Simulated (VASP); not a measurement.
# ZrB (Fm-3m) in VASP: further runs

ZrB is run at these levels: PBE+D4; tasks: single point.

Program: VASP 6.6.1. These are calculated values, not measurements. Logs are shortened: lines on timing, memory, paths and dates and some standing lists are left out, and cuts for length are marked.

## 1. The cell of the first run

It takes space group Fm-3m (No. 225, cubic). Conventional cell: a = 4.977 Å, b = 4.977 Å, c = 4.977 Å, α = 90.00°, β = 90.00°, γ = 90.00°. Zr (site symmetry m-3m) has 6 B at 2.49 Å within 3.3 Å. Within 3.3 Å of B (site symmetry m-3m) lie 6 Zr at 2.49 Å.

## 2. Single point, PBE+D4

Input file INCAR:

```
PREC = Accurate
ENCUT = 520
EDIFF = 1E-6
ISMEAR = 1
SIGMA = 0.1
LREAL = False
LASPH = True
NELM = 80
ALGO = Normal
ISIF = 2
LWAVE = False
LCHARG = False
GGA = PE
IVDW = 13
NBANDS = 14
```

Input file KPOINTS:

```
regular mesh
0
Gamma
  10 10 10
```

Input file POSCAR:

```
ZrB
1.0
    0.0000000000      2.4886437068      2.4886437068
    2.4886437068      0.0000000000      2.4886437068
    2.4886437068      2.4886437068      0.0000000000
Zr B
1 1
Direct
    0.5000000000      0.5000000000      0.5000000000
    0.0000000000      0.0000000000      0.0000000000
```

Potentials or basis: VASP PAW PBE potentials, release 64 (Zr_sv, B).

The run is started by

```console
cat potpaw_PBE.64/Zr_sv/POTCAR potpaw_PBE.64/B/POTCAR > POTCAR
mpirun -np 1 vasp_std > vasp.out
```

OUTCAR:

```text
PREC = Accurate
   ENCUT = 520
   EDIFF = 1E-6
   ISMEAR = 1
   LREAL = False
   LASPH = True
   NELM = 80
   ISIF = 2
   GGA = PE
   IVDW = 13

 ion  position               nearest neighbor table
   1  0.500  0.500  0.500-   2 2.49   2 2.49   2 2.49   2 2.49   2 2.49   2 2.49
   2  0.000  0.000  0.000-   1 2.49   1 2.49   1 2.49   1 2.49   1 2.49   1 2.49

  LATTYP: Found a face centered cubic cell.
 ALAT       =     4.9772874136

  Lattice vectors:

 A1 = (   0.0000000000,   2.4886437068,   2.4886437068)
 A2 = (   2.4886437068,   0.0000000000,   2.4886437068)
 A3 = (   2.4886437068,   2.4886437068,   0.0000000000)

Analysis of symmetry for initial positions (statically):
=====================================================================
 Subroutine PRICEL returns:
 Original cell was already a primitive cell.

 Routine SETGRP: Setting up the symmetry group for a
 face centered cubic supercell.

 Subroutine GETGRP returns: Found 48 space group operations
 (whereof 48 operations were pure point group operations)
 out of a pool of 48 trial point group operations.

The static configuration has the point symmetry O_h .

Analysis of symmetry for dynamics (positions and initial velocities):
=====================================================================
 Subroutine PRICEL returns:
 Original cell was already a primitive cell.

 Routine SETGRP: Setting up the symmetry group for a
 face centered cubic supercell.

 Subroutine GETGRP returns: Found 48 space group operations
 (whereof 48 operations were pure point group operations)
 out of a pool of 48 trial point group operations.

The dynamic configuration has the point symmetry O_h .

 Subroutine INISYM returns: Found 48 space group operations
 (whereof 48 operations are pure point group operations),
 and found     1 'primitive' translations

----------------------------------------------------------------------------------------

                                     Primitive cell

  volume of cell :      30.8261

  direct lattice vectors                    reciprocal lattice vectors
     0.000000000  2.488643707  2.488643707    -0.200912649  0.200912649  0.200912649
     2.488643707  0.000000000  2.488643707     0.200912649 -0.200912649  0.200912649
     2.488643707  2.488643707  0.000000000     0.200912649  0.200912649 -0.200912649

  length of vectors
     3.519473682  3.519473682  3.519473682     0.347990916  0.347990916  0.347990916

  position of ions in fractional coordinates (direct lattice)
     0.500000000  0.500000000  0.500000000
     0.000000000  0.000000000  0.000000000

  ion indices of the primitive-cell ions
   primitive index   ion index
                 1           1
                 2           2

----------------------------------------------------------------------------------------

 KPOINTS: regular mesh

Automatic generation of k-mesh.
 Grid dimensions read from file:
 generate k-points for:   10   10   10

 Generating k-lattice:

  Cartesian coordinates                     Fractional coordinates (reciprocal lattice)
    -0.020091265  0.020091265  0.020091265     0.100000000  0.000000000  0.000000000
     0.020091265 -0.020091265  0.020091265     0.000000000  0.100000000  0.000000000
     0.020091265  0.020091265 -0.020091265     0.000000000  0.000000000  0.100000000

  Length of vectors
     0.034799092  0.034799092  0.034799092

  Shift w.r.t. Gamma in fractional coordinates (k-lattice)
     0.000000000  0.000000000  0.000000000

 Subroutine IBZKPT returns following result:
 ===========================================

 Found     47 irreducible k-points:

 Following reciprocal coordinates:
            Coordinates               Weight
  0.000000  0.000000  0.000000      1.000000
  0.100000  0.000000  0.000000      8.000000
  0.200000  0.000000  0.000000      8.000000
  0.300000  0.000000  0.000000      8.000000
  0.400000  0.000000  0.000000      8.000000
  0.500000  0.000000  0.000000      4.000000
[... 16 lines left out ...]
  0.300000  0.300000  0.000000      6.000000
  0.400000  0.300000  0.000000     24.000000
 [... further k-points ...]
   k-points           NKPTS =     47   k-points in BZ     NKDIM =     47   number of bands    NBANDS=     14
   number of dos      NEDOS =    301   number of ions     NIONS =      2
   total plane-waves  NPLWV =  21952
   dimension x,y,z NGX =    28 NGY =   28 NGZ =   28
   dimension x,y,z NGXF=    56 NGYF=   56 NGZF=   56
   ions per type =               1   1
   NGX,Y,Z   is equivalent  to a cutoff of  13.23, 13.23, 13.23 a.u.
   NGXF,Y,Z  is equivalent  to a cutoff of  26.45, 26.45, 26.45 a.u.
 SYSTEM =  unknown system
   PREC   = accura    normal or accurate (medium, high low for compatibility)
   ISTART =      0    job   : 0-new  1-cont  2-samecut
   ICHARG =      2    charge: 1-file 2-atom 10-const
   ISPIN  =      1    spin polarized calculation?
   LNONCOLLINEAR =      F non collinear calculations
   LSORBIT =      F    spin-orbit coupling
   LASPH  =      T    aspherical Exc in radial PAW
   ENCUT  =  520.0 eV  38.22 Ry    6.18 a.u.   6.54  6.54  6.54*2*pi/ulx,y,z
   NELM   =     80;   NELMIN=  2; NELMDL= -5     # of ELM steps
   EDIFF  = 0.1E-05   stopping-criterion for ELM
   LREAL  =      F    real-space projection
   EDIFFG = 0.1E-04   stopping-criterion for IOM
   NSW    =      0    number of steps for IOM
   IBRION =     -1    ionic relax: 0-MD 1-quasi-New 2-CG
   NFREE  =      0    steps in history (QN), initial steepest desc. (CG)
   ISIF   =      2    stress and relaxation
   ISYM   =      2    0-nonsym 1-usesym 2-fastsym
   POTIM  = 0.5000    time-step for ionic-motion
   TEBEG  =    0.0;   TEEND  =   0.0 temperature during run
   PSTRESS=    0.0 pullay stress
   NELECT =      15.0000    total number of electrons
   NUPDOWN=      -1.0000    fix difference up-down
   EMIN   =  10.00;   EMAX   =-10.00  energy-range for DOS
   EFERMI =   0.00;   METHOD = LEGACY
   ISMEAR =     1;   SIGMA  =   0.10  broadening in eV -4-tet -1-fermi 0-gaus
   EFERMI_NEDOS =   21; number of points for ismear=-14 and -15
   IALGO  =     38    algorithm
   IMIX   =      4    mixing-type and parameters
     AMIX     =   0.40;   BMIX     =  1.00
     AMIX_MAG =   1.60;   BMIX_MAG =  1.00
  volume/ion in A,a.u.               =      15.41       104.01
  Fermi-wavevector in a.u.,A,eV,Ry     =   1.287654  2.433313 22.559180  1.658053
  Thomas-Fermi vector in A             =   2.419655
   LORBIT       =      0    0 simple, 1 ext, 2 COOP (PROOUT), +10 PAW based schemes
   GGA     = PE    functional components
   LHFCALC =     F    Hartree Fock is set to
   AEXX    =    0.0000 exact exchange contribution
   IVDW    =    13    specifies the selected vdW correction
   LEPSILON=     F    determine dielectric tensor
   LRPA    =     F    only Hartree local field effects (RPA)
 non-spin polarized calculation
 Methfessel and Paxton  Order N= 1 SIGMA  =   0.10
  energy-cutoff  :      520.00
  volume of cell :       30.83
 maximum number of plane-waves:       869
 NGX is ok and might be reduce to    28
   NGX = 13   NGY = 13   NGZ = 13

 number of electron      15.0000000 magnetization

 Free energy of the ion-electron system (eV)
  ---------------------------------------------------
  ext. energy  EPLUGINS =         0.00000000
  ---------------------------------------------------
  free energy    TOTEN  =       -15.97151958 eV

  energy without entropy =      -15.97015654  energy(sigma->0) =      -15.97106523

 E-fermi :   7.0363     XC(G=0): -11.2736

 val. band max:        7.0048878768   @ k =   0.3000   0.3000   0.0000
 cond. band min:       7.0453447525   @ k =  -0.2000   0.1000   0.0000
 fundamental gap:      0.0404568757
 Fermi energy:         7.0363382660

 k-point     1 :       0.0000    0.0000    0.0000
  band No.  band energies     occupation
      1     -40.6361      2.00000
      2     -18.4744      2.00000
      3     -18.4744      2.00000
      4     -18.4744      2.00000
      5      -0.8902      2.00000
      6       8.7368     -0.00000
      7       8.7368     -0.00000
      8       8.7368     -0.00000
      9      10.0346      0.00000
     10      10.0346      0.00000
     11      10.3680      0.00000
     12      10.3680      0.00000
     13      10.3680      0.00000
     14      17.4520      0.00000

 k-point     2 :       0.1000    0.0000    0.0000
  band No.  band energies     occupation
      1     -40.6316      2.00000
      2     -18.5197      2.00000
      3     -18.4791      2.00000
      4     -18.4791      2.00000
      5      -0.6807      2.00000
      6       8.0844     -0.00000
      7       8.4672     -0.00000
      8       8.4672     -0.00000
      9       9.2511      0.00000
     10       9.2511      0.00000
     11      10.6219      0.00000
     12      11.8386      0.00000
     13      11.8386      0.00000
     14      17.7688      0.00000

 k-point     3 :       0.2000    0.0000    0.0000
  band No.  band energies     occupation
      1     -40.6200      2.00000
      2     -18.6364      2.00000
      3     -18.4914      2.00000
      4     -18.4914      2.00000
      5      -0.0868      2.00000
      6       6.8519      2.02555
      7       7.4542     -0.00000
      8       7.4542     -0.00000
      9       9.6541      0.00000
     10       9.6541      0.00000
     11      10.9540      0.00000
     12      13.6438      0.00000
     13      13.6439      0.00000
     14      18.1669      0.00000
[... 324 lines left out ...]
 k-point    23 :       0.3000    0.3000    0.0000
  band No.  band energies     occupation
      1     -40.5953      2.00000
      2     -18.7502      2.00000
      3     -18.5800      2.00000
      4     -18.5800      2.00000
      5       0.8288      2.00000
      6       5.3579      2.00000
      7       7.0049      1.50425
      8       8.3930     -0.00000
      9       8.3930     -0.00000
     10      10.8454      0.00000
     11      12.7664      0.00000
     12      12.7664      0.00000
     13      15.6014      0.00000
     14      19.4665      0.00000

 k-point    24 :       0.4000    0.3000    0.0000
  band No.  band energies     occupation
      1     -40.5860      2.00000
      2     -18.8096      2.00000
      3     -18.6110      2.00000
      4     -18.5971      2.00000
      5       1.1351      2.00000
      6       5.3411      2.00000
      7       6.5493      2.00000
      8       8.0955     -0.00000
      9       8.7813     -0.00000
     10      11.4912      0.00000
     11      12.7434      0.00000
     12      12.9827      0.00000
     13      16.1200      0.00000
     14      18.2273      0.00000

 [... further k-points ...]

------------------------ aborting loop because EDIFF is reached ----------------------------------------

  DFT-D4 for vdW energy calculation

  Edisp (eV):   -0.50609

  FORCE on cell =-STRESS in cart. coord.  units (eV):
  Direction    XX          YY          ZZ          XY          YZ          ZX
  --------------------------------------------------------------------------------------
  -------------------------------------------------------------------------------------
  Total      -1.82472    -1.82472    -1.82472    -0.00000     0.00000    -0.00000
  in kB     -94.83921   -94.83921   -94.83921    -0.00000     0.00000    -0.00000
  external pressure =      -94.84 kB  Pullay stress =        0.00 kB

 VOLUME and BASIS-vectors are now :
 -----------------------------------------------------------------------------
  energy-cutoff  :      520.00
  volume of cell :       30.83
      direct lattice vectors                 reciprocal lattice vectors
     0.000000000  2.488643707  2.488643707    -0.200912649  0.200912649  0.200912649
     2.488643707  0.000000000  2.488643707     0.200912649 -0.200912649  0.200912649
     2.488643707  2.488643707  0.000000000     0.200912649  0.200912649 -0.200912649

 POSITION                                       TOTAL-FORCE (eV/Angst)
 -----------------------------------------------------------------------------------
      2.48864      2.48864      2.48864         0.000000     -0.000000     -0.000000
      0.00000      0.00000      0.00000        -0.000000      0.000000      0.000000
 -----------------------------------------------------------------------------------
    total drift:                                0.000000      0.000000      0.000000

  FREE ENERGIE OF THE ION-ELECTRON SYSTEM (eV)
  ---------------------------------------------------
  free  energy   TOTEN  =       -16.4776105436 eV

  energy  without entropy=      -16.4762475056  energy(sigma->0) =      -16.47715620
```

It took 37 s on 1 thread of Intel Xeon 8259CL, shared host; peak memory 0.17 GiB.

Results:

```
Free energy                : -16.4776 eV
Pressure                   : -9.5 GPa
Dispersion energy per atom : -0.253 eV
```

Caveat: pairwise dispersion overbinds metals, which lowers pressure and volume.

## 3. Single point, PBE+D4

This run uses another cell than the first one, of 15.71 Å³/atom, 1.019 times its volume.

Input file INCAR:

```
ALGO = Normal
EDIFF = 1E-6
ENCUT = 520
GGA = PE
ISIF = 2
ISMEAR = 1
IVDW = 13
LASPH = T
LCHARG = T
LELF = T
LREAL = F
LVHAR = T
LWAVE = F
NBANDS = 14
NELM = 80
PREC = Accurate
SIGMA = 0.1
```

Input file KPOINTS:

```
k-points
0
Gamma
  10 10 10
```

Input file POSCAR:

```
ZrB
1.0
    0.0000000000      2.5044953680      2.5044953680
    2.5044953680      0.0000000000      2.5044953680
    2.5044953680      2.5044953680      0.0000000000
Zr B
1 1
Direct
    0.5000000000      0.5000000000      0.5000000000
    0.0000000000      0.0000000000      0.0000000000
```

Potentials or basis: VASP PAW PBE potentials, release 64 (Zr_sv, B).

The run is started by

```console
cat potpaw_PBE.64/Zr_sv/POTCAR potpaw_PBE.64/B/POTCAR > POTCAR
mpirun -np 1 vasp_std > vasp.out
```

Run time: 38 s. Hardware: 1 thread of Intel Xeon 8259CL, shared host; peak memory 0.17 GiB.

The run converged. Its results:

```
Free energy                : -16.4384 eV
Pressure                   : -11.8 GPa
Dispersion energy per atom : -0.248 eV
```

Levels at points of the mesh, in eV from the Fermi level:
```csv
k point,band 5,band 6,band 7,band 8,band 9,band 10,band 11,band 12
"(0.00, 0.00, 0.00)",-7.88,1.68,1.68,1.68,2.93,2.93,3.29,3.29
"(0.50, 0.00, 0.00)",-4.32,-3.64,-1.06,-1.06,4.47,4.47,5.62,7.20
"(0.50, 0.50, 0.00)",-5.95,-0.90,-0.65,1.89,1.89,4.22,5.29,5.29
```

Caveat: pairwise dispersion overbinds metals, which lowers pressure and volume.
